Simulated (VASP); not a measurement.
# Si3Sn (Im-3m) in VASP: further runs, part 2 of 2

VASP 6.6.1. Earlier steps stand in the parts before.

## Step 5: Single point, PBE

This run uses another cell than the first one, of 19.58 Å³/atom, 1.002 times its volume.

The input, INCAR:

```
SYSTEM = Si3Sn
ALGO     = Normal         ! electronic algorithm
EDIFF    = 1E-7           ! SCF threshold, eV
ENCUT    = 520            ! plane-wave cutoff, eV
GGA      = PE             ! functional
ISIF     = 2              ! what is computed and relaxed
ISMEAR   = 0              ! smearing method
LASPH    = .TRUE.         ! aspherical terms in the spheres
LCHARG   = .FALSE.        ! write CHGCAR
LREAL    = .FALSE.        ! projectors in reciprocal space
LWAVE    = .FALSE.        ! write WAVECAR
NBANDS   = 21             ! bands
NELM     = 60             ! most SCF steps
PREC     = Accurate       ! precision mode
SIGMA    = 0.1            ! smearing width, eV
```

The input, KPOINTS:

```
k-points
0
G
  12 12 12
  0 0 0
```

The input, POSCAR:

```
Si3Sn
1.0
   -2.6954302590      2.6954302590      2.6954302590
    2.6954302590     -2.6954302590      2.6954302590
    2.6954302590      2.6954302590     -2.6954302590
Si Sn
3 1
Direct
    0.0000000000      0.5000000000      0.5000000000
    0.5000000000      0.0000000000      0.5000000000
    0.5000000000      0.5000000000      0.0000000000
    0.0000000000      0.0000000000      0.0000000000
```

Potentials or basis: VASP PAW PBE potentials, release 64 (Si, Sn_d).

On the command line:

```sh
cat potpaw_PBE.64/Si/POTCAR potpaw_PBE.64/Sn_d/POTCAR > POTCAR
mpirun -np 1 vasp_std > vasp.out
```

OUTCAR:

```text
SYSTEM = Si3Sn
   EDIFF = 1E-7
   ENCUT = 520
   GGA = PE
   ISIF = 2
   ISMEAR = 0
   LASPH = .TRUE.
   LREAL = .FALSE.
   NELM = 60
   PREC = Accurate

 ion  position               nearest neighbor table
   1  0.000  0.500  0.500-   2 2.70   3 2.70   4 2.70   4 2.70   3 2.70   2 2.70
   2  0.500  0.000  0.500-   1 2.70   3 2.70   4 2.70   3 2.70   4 2.70   1 2.70
   3  0.500  0.500  0.000-   1 2.70   2 2.70   4 2.70   2 2.70   1 2.70   4 2.70
   4  0.000  0.000  0.000-   1 2.70   2 2.70   3 2.70   1 2.70   2 2.70   3 2.70

  LATTYP: Found a body centered cubic cell.
 ALAT       =     5.3908605180

  Lattice vectors:

 A1 = (  -2.6954302590,   2.6954302590,   2.6954302590)
 A2 = (   2.6954302590,  -2.6954302590,   2.6954302590)
 A3 = (   2.6954302590,   2.6954302590,  -2.6954302590)

Analysis of symmetry for initial positions (statically):
=====================================================================
 Subroutine PRICEL returns:
 Original cell was already a primitive cell.

 Routine SETGRP: Setting up the symmetry group for a
 body centered cubic supercell.

 Subroutine GETGRP returns: Found 48 space group operations
 (whereof 48 operations were pure point group operations)
 out of a pool of 48 trial point group operations.

The static configuration has the point symmetry O_h .

Analysis of symmetry for dynamics (positions and initial velocities):
=====================================================================
 Subroutine PRICEL returns:
 Original cell was already a primitive cell.

 Routine SETGRP: Setting up the symmetry group for a
 body centered cubic supercell.

 Subroutine GETGRP returns: Found 48 space group operations
 (whereof 48 operations were pure point group operations)
 out of a pool of 48 trial point group operations.

The dynamic configuration has the point symmetry O_h .

 Subroutine INISYM returns: Found 48 space group operations
 (whereof 48 operations are pure point group operations),
 and found     1 'primitive' translations

----------------------------------------------------------------------------------------

                                     Primitive cell

  volume of cell :      78.3329

  direct lattice vectors                    reciprocal lattice vectors
    -2.695430259  2.695430259  2.695430259     0.000000000  0.185499142  0.185499142
     2.695430259 -2.695430259  2.695430259     0.185499142  0.000000000  0.185499142
     2.695430259  2.695430259 -2.695430259     0.185499142  0.185499142  0.000000000

  length of vectors
     4.668622157  4.668622157  4.668622157     0.262335402  0.262335402  0.262335402

  position of ions in fractional coordinates (direct lattice)
     0.000000000  0.500000000  0.500000000
     0.500000000  0.000000000  0.500000000
     0.500000000  0.500000000  0.000000000
     0.000000000  0.000000000  0.000000000

  ion indices of the primitive-cell ions
   primitive index   ion index
                 1           1
                 2           2
                 3           3
                 4           4

----------------------------------------------------------------------------------------

 KPOINTS: k-points

Automatic generation of k-mesh.
 Grid dimensions read from file:
 generate k-points for:   12   12   12

 Generating k-lattice:

  Cartesian coordinates                     Fractional coordinates (reciprocal lattice)
     0.000000000  0.015458262  0.015458262     0.083333333  0.000000000  0.000000000
     0.015458262  0.000000000  0.015458262     0.000000000  0.083333333  0.000000000
     0.015458262  0.015458262  0.000000000     0.000000000  0.000000000  0.083333333

  Length of vectors
     0.021861284  0.021861284  0.021861284

  Shift w.r.t. Gamma in fractional coordinates (k-lattice)
     0.000000000  0.000000000  0.000000000

 Subroutine IBZKPT returns following result:
 ===========================================

 Found     72 irreducible k-points:

 Following reciprocal coordinates:
            Coordinates               Weight
  0.000000  0.000000  0.000000      1.000000
  0.083333  0.000000  0.000000     12.000000
  0.166667  0.000000  0.000000     12.000000
  0.250000  0.000000  0.000000     12.000000
  0.333333  0.000000  0.000000     12.000000
  0.416667  0.000000  0.000000     12.000000
[... 16 lines left out ...]
  0.333333  0.083333  0.083333     24.000000
  0.416667  0.083333  0.083333     12.000000
 [... further k-points ...]
   k-points           NKPTS =     72   k-points in BZ     NKDIM =     72   number of bands    NBANDS=     21
   number of dos      NEDOS =    301   number of ions     NIONS =      4
   total plane-waves  NPLWV =  46656
   dimension x,y,z NGX =    36 NGY =   36 NGZ =   36
   dimension x,y,z NGXF=    72 NGYF=   72 NGZF=   72
   ions per type =               3   1
   NGX,Y,Z   is equivalent  to a cutoff of  12.82, 12.82, 12.82 a.u.
   NGXF,Y,Z  is equivalent  to a cutoff of  25.64, 25.64, 25.64 a.u.
 SYSTEM =  Si3Sn
   PREC   = accura    normal or accurate (medium, high low for compatibility)
   ISTART =      0    job   : 0-new  1-cont  2-samecut
   ICHARG =      2    charge: 1-file 2-atom 10-const
   ISPIN  =      1    spin polarized calculation?
   LNONCOLLINEAR =      F non collinear calculations
   LSORBIT =      F    spin-orbit coupling
   LASPH  =      T    aspherical Exc in radial PAW
   ENCUT  =  520.0 eV  38.22 Ry    6.18 a.u.   8.68  8.68  8.68*2*pi/ulx,y,z
   NELM   =     60;   NELMIN=  2; NELMDL= -5     # of ELM steps
   EDIFF  = 0.1E-06   stopping-criterion for ELM
   LREAL  =      F    real-space projection
   EDIFFG = 0.1E-05   stopping-criterion for IOM
   NSW    =      0    number of steps for IOM
   IBRION =     -1    ionic relax: 0-MD 1-quasi-New 2-CG
   NFREE  =      0    steps in history (QN), initial steepest desc. (CG)
   ISIF   =      2    stress and relaxation
   ISYM   =      2    0-nonsym 1-usesym 2-fastsym
   POTIM  = 0.5000    time-step for ionic-motion
   TEBEG  =    0.0;   TEEND  =   0.0 temperature during run
   PSTRESS=    0.0 pullay stress
   NELECT =      26.0000    total number of electrons
   NUPDOWN=      -1.0000    fix difference up-down
   EMIN   =  10.00;   EMAX   =-10.00  energy-range for DOS
   EFERMI =   0.00;   METHOD = LEGACY
   ISMEAR =     0;   SIGMA  =   0.10  broadening in eV -4-tet -1-fermi 0-gaus
   EFERMI_NEDOS =   21; number of points for ismear=-14 and -15
   IALGO  =     38    algorithm
   IMIX   =      4    mixing-type and parameters
     AMIX     =   0.40;   BMIX     =  1.00
     AMIX_MAG =   1.60;   BMIX_MAG =  1.00
  volume/ion in A,a.u.               =      19.58       132.15
  Fermi-wavevector in a.u.,A,eV,Ry     =   1.133490  2.141986 17.480772  1.284801
  Thomas-Fermi vector in A             =   2.270193
   LORBIT       =      0    0 simple, 1 ext, 2 COOP (PROOUT), +10 PAW based schemes
   GGA     = PE    functional components
   LHFCALC =     F    Hartree Fock is set to
   AEXX    =    0.0000 exact exchange contribution
   IVDW    =     0    specifies the selected vdW correction
   LEPSILON=     F    determine dielectric tensor
   LRPA    =     F    only Hartree local field effects (RPA)
 non-spin polarized calculation
 Gauss-broadening in eV      SIGMA  =   0.10
  energy-cutoff  :      520.00
  volume of cell :       78.33
 maximum number of plane-waves:      2124
   NGX = 17   NGY = 17   NGZ = 17

 number of electron      25.9999997 magnetization

 Free energy of the ion-electron system (eV)
  ---------------------------------------------------
  ext. energy  EPLUGINS =         0.00000000
  ---------------------------------------------------
  free energy    TOTEN  =       -18.27327153 eV

  energy without entropy =      -18.25984808  energy(sigma->0) =      -18.26655980

 E-fermi :   7.7015     XC(G=0): -10.3840

 val. band max:        7.6990929758   @ k =   0.2500   0.1667   0.0000
 cond. band min:       7.7150734984   @ k =   0.2500   0.2500   0.1667
 fundamental gap:      0.0159805225
 Fermi energy:         7.7014769375

 k-point     1 :       0.0000    0.0000    0.0000
  band No.  band energies     occupation
      1     -13.6408      2.00000
      2     -13.6408      2.00000
      3     -13.5687      2.00000
      4     -13.5687      2.00000
      5     -13.5687      2.00000
      6      -4.5135      2.00000
[... 13 lines left out ...]
     20      14.3311      0.00000
     21      14.3311      0.00000
[... 529 lines left out ...]
 k-point    24 :       0.4167    0.0833    0.0833
  band No.  band energies     occupation
      1     -13.6417      2.00000
      2     -13.6380      2.00000
      3     -13.5700      2.00000
      4     -13.5662      2.00000
      5     -13.5617      2.00000
      6      -1.9521      2.00000
[... 13 lines left out ...]
     20      14.1591      0.00000
     21      15.0884      0.00000

 [... further k-points ...]
[... 5 lines left out ...]
  --------------------------------------------------------------------------------------
  -------------------------------------------------------------------------------------
  Total       -0.0455499     -0.0455499     -0.0455499      0.0000000      0.0000000     -0.0000000
  in kB       -0.9316514     -0.9316514     -0.9316514      0.0000000      0.0000000     -0.0000000
  external PRESSURE =      -0.9316514 kB  Pullay stress =       0.0000000 kB

 VOLUME and BASIS-vectors are now :
 -----------------------------------------------------------------------------
  energy-cutoff  :      520.00
  volume of cell :       78.33
      direct lattice vectors                 reciprocal lattice vectors
    -2.695430259  2.695430259  2.695430259     0.000000000  0.185499142  0.185499142
     2.695430259 -2.695430259  2.695430259     0.185499142  0.000000000  0.185499142
     2.695430259  2.695430259 -2.695430259     0.185499142  0.185499142  0.000000000

 POSITION                                       TOTAL-FORCE (eV/Angst)
 -----------------------------------------------------------------------------------
      2.69543      0.00000      0.00000        -0.000000     -0.000000     -0.000000
      0.00000      2.69543      0.00000         0.000000     -0.000000      0.000000
      0.00000      0.00000      2.69543        -0.000000     -0.000000     -0.000000
      0.00000      0.00000      0.00000        -0.000000      0.000000     -0.000000
 -----------------------------------------------------------------------------------
    total drift:                                0.000000     -0.000000     -0.000000

  FREE ENERGIE OF THE ION-ELECTRON SYSTEM (eV)
  ---------------------------------------------------
  free  energy   TOTEN  =       -18.2732715333 eV

  energy  without entropy=      -18.2598480767  energy(sigma->0) =      -18.26655980
```

Wall time 4.6 min (1 thread of AMD EPYC 7R13, shared host); peak memory 0.24 GiB.

Results:

- Free energy: -18.2733 eV
- Pressure: -0.1 GPa
- Band gap on the k mesh: zero (band 13 reaches 8.86 eV, above the bottom of band 14 at 5.16 eV)

Caveat: spin-orbit coupling is left out, which moves the levels of the heavy elements.

## Step 6: Single point, PBE

This run uses another cell than the first one: it holds 8 atoms, not 4.

The input, INCAR:

```
SYSTEM = Si3Sn
ALGO = Normal
EDIFF = 1E-7
ENCUT = 520
GGA = PE
ISIF = 2
ISMEAR = 0
LASPH = .TRUE.
LCHARG = .FALSE.
LREAL = .FALSE.
LWAVE = .FALSE.
NBANDS = 36
NELM = 80
PREC = Accurate
SIGMA = 0.2
```

The input, KPOINTS:

```
k-points
0
G
  6 6 4
  0 0 0
```

The input, POSCAR:

```
Si3Sn
1.0
    2.6954302590     -2.6954302590      2.6954302590
    2.6954302590      2.6954302590     -2.6954302590
    0.0000000000      5.3908605180      5.3908605180
Si Sn
6 2
Direct
    0.5000000000      0.5000000000      0.0000000000
    0.0000000000      1.0000000000      0.5000000000
    0.7500000000      0.2500000000      0.2500000000
    0.2500000000      0.7500000000      0.7500000000
    0.2500000000      0.7500000000      0.2500000000
    0.7500000000      0.2500000000      0.7500000000
    0.0000000000      0.0000000000      0.0000000000
    0.5000000000      0.5000000000      0.5000000000
```

Potentials or basis: VASP PAW PBE potentials, release 64 (Si, Sn_d).

On the command line:

```sh
cat potpaw_PBE.64/Si/POTCAR potpaw_PBE.64/Sn_d/POTCAR > POTCAR
mpirun -np 1 vasp_std > vasp.out
```

It took 8.4 min on 1 thread of AMD EPYC 7R13, shared host; peak memory 0.32 GiB.

The run converged, but its numbers aren't listed here, since they failed a check.

Caveat: spin-orbit coupling is left out, which moves the levels of the heavy elements.

## Step 7: Relaxation of cell and atoms, PBE

The input, INCAR:

```
SYSTEM = Si3Sn
PREC = Accurate
ENCUT = 600
EDIFF = 1E-6
ISMEAR = 0
SIGMA = 0.1
LREAL = .FALSE.
LASPH = .TRUE.
NELM = 60
ALGO = Normal
ISIF = 3
LWAVE = .FALSE.
LCHARG = .FALSE.
GGA = PE
IBRION = 2
NSW = 100
EDIFFG = -0.01
```

The input, KPOINTS:

```
Automatic mesh
0
G
  12 12 12
  0 0 0
```

The input, POSCAR:

```
Si3Sn
1.0
   -2.6935471005      2.6935471005      2.6935471005
    2.6935471005     -2.6935471005      2.6935471005
    2.6935471005      2.6935471005     -2.6935471005
Si Sn
3 1
Direct
    0.0000000000      0.5000000000      0.5000000000
    0.5000000000      0.0000000000      0.5000000000
    0.5000000000      0.5000000000      0.0000000000
    0.0000000000      0.0000000000      0.0000000000
```

On the command line:

```sh
cat potpaw_PBE.64/Si/POTCAR potpaw_PBE.64/Sn_d/POTCAR > POTCAR
mpirun -np 1 vasp_std > vasp.out
```

Run time: 3.6 min. Hardware: 1 thread of AMD EPYC 7R13, shared host; peak memory 0.28 GiB.

Results (log left out):

```yaml
Free_energy: -18.2734 eV
Pressure_after_relaxing: 0.1 GPa
Band_gap_on_the_k_mesh: zero (band 13 reaches 8.88 eV, above the bottom of band 14 at 5.18 eV)
```

Final structure:
```cif
data_structure
_symmetry_space_group_name_H-M 'P 1'
_symmetry_Int_Tables_number 1
_cell_length_a 4.6654
_cell_length_b 4.6654
_cell_length_c 4.6654
_cell_angle_alpha 109.471
_cell_angle_beta 109.471
_cell_angle_gamma 109.471
_cell_volume 78.17
loop_
_atom_site_label
_atom_site_type_symbol
_atom_site_fract_x
_atom_site_fract_y
_atom_site_fract_z
_atom_site_occupancy
Si1 Si 0.00000 0.50000 0.50000 1
Si2 Si 0.50000 0.00000 0.50000 1
Si3 Si 0.50000 0.50000 0.00000 1
Sn1 Sn 0.00000 0.00000 0.00000 1
```

Levels at points of the mesh, in eV from the Fermi level:
```tsv
k point	band 10	band 11	band 12	band 13	band 14	band 15	band 16	band 17
(0.00, 0.00, 0.00)	-2.63	-2.63	-2.63	-2.55	-2.55	-2.55	2.22	2.22
(0.50, 0.00, 0.00)	-3.53	-3.40	-0.06	0.03	1.02	1.40	2.73	3.25
(0.50, 0.50, 0.50)	-5.74	-5.74	0.35	0.35	0.35	1.80	5.54	5.54
```

Caveat: the relaxation stopped at its first step, so nothing moved; spin-orbit coupling is left out, which moves the levels of the heavy elements.

## Step 8: Overview

```tsv
task	cell	k mesh	cutoff (eV)	gap on the mesh (eV)	pressure (GPa)
single point	a = 4.665 Å, angles 109.5°, 4 atoms	4 × 4 × 4	520	none	-0.1
single point	a = 4.849 Å, angles 109.5°, 4 atoms	4 × 4 × 4	520	none	-6.5
relaxation of cell and atoms	relaxed from a = 4.849 Å, angles 109.5°, 4 atoms	4 × 4 × 4	600	none	0.0
single point	a = 4.669 Å, angles 109.5°, 4 atoms	12 × 12 × 12	520	none	-0.1
relaxation of cell and atoms	relaxed from a = 4.665 Å, angles 109.5°, 4 atoms	12 × 12 × 12	600	none	0.1
```

Alike in all rows: level PBE; potentials or basis VASP PAW PBE potentials, release 64 (Si, Sn_d); no spin polarisation; smearing gaussian 0.1 eV.

Caveats: some runs use coarse meshes; spin-orbit coupling is left out, which moves the levels of the heavy elements; the relaxation stopped at its first step, so nothing moved (some runs).

Total energies depend on the potentials used, so only differences within one code and one set of settings carry meaning.
